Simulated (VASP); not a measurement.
Here is a VASP 6.6.1 calculation.

Contents of INCAR:

```
SYSTEM = MoS2
PREC     = Accurate       ! precision mode
ENCUT    = 520            ! plane-wave cutoff, eV
EDIFF    = 1E-6           ! SCF threshold, eV
ISMEAR   = 1              ! smearing method
SIGMA    = 0.132          ! smearing width, eV
LREAL    = .FALSE.        ! projectors in reciprocal space
LASPH    = .TRUE.         ! aspherical terms in the spheres
NELM     = 60             ! most SCF steps
ALGO     = Normal         ! electronic algorithm
ISIF     = 2              ! what is computed and relaxed
LWAVE    = .FALSE.        ! write WAVECAR
LCHARG   = .FALSE.        ! write CHGCAR
GGA      = PS             ! functional
NBANDS   = 35             ! bands
```

File KPOINTS:

```
regular mesh
0
G
  12 12 2
  0 0 0
```

POSCAR

```
MoS2
1.0
    3.2045000000      0.0000000000      0.0000000000
   -1.6022500000      2.7751784064      0.0000000000
    0.0000000000      0.0000000000     12.5702639933
Mo S
2 4
Direct
    0.3333333333      0.6666666667      0.2500000000
    0.6666666667      0.3333333333      0.7500000000
    0.3333333333      0.6666666667      0.6259932117
    0.6666666667      0.3333333333      0.1259932117
    0.3333333333      0.6666666667      0.8740067883
    0.6666666667      0.3333333333      0.3740067883
```

Potentials or basis: VASP PAW PBE potentials, release 64 (Mo_sv, S).

Command:

```sh
$ cat potpaw_PBE.64/Mo_sv/POTCAR potpaw_PBE.64/S/POTCAR > POTCAR
$ mpirun -np 1 vasp_std > vasp.out
```

Question: What does it give for the band gap on the k mesh?

Answer: 0.94 eV, indirect (least direct gap 1.56 eV).

Question: Estimate the pressure.

Answer: -5.4 GPa.

Question: What does it give for the largest force?

Answer: 0.385 eV/Å.

Stress tensor (GPa, compression positive):
```
-6.31  0.00  0.00
 0.00 -6.31  0.00
 0.00  0.00 -3.56
```

Caveat: the PAW data sets were made with another functional, which shifts forces and pressure a little; this functional lacks dispersion, which binds the layers, so the pressure and a relaxed spacing across them are unreliable. A k mesh can miss the band edges.
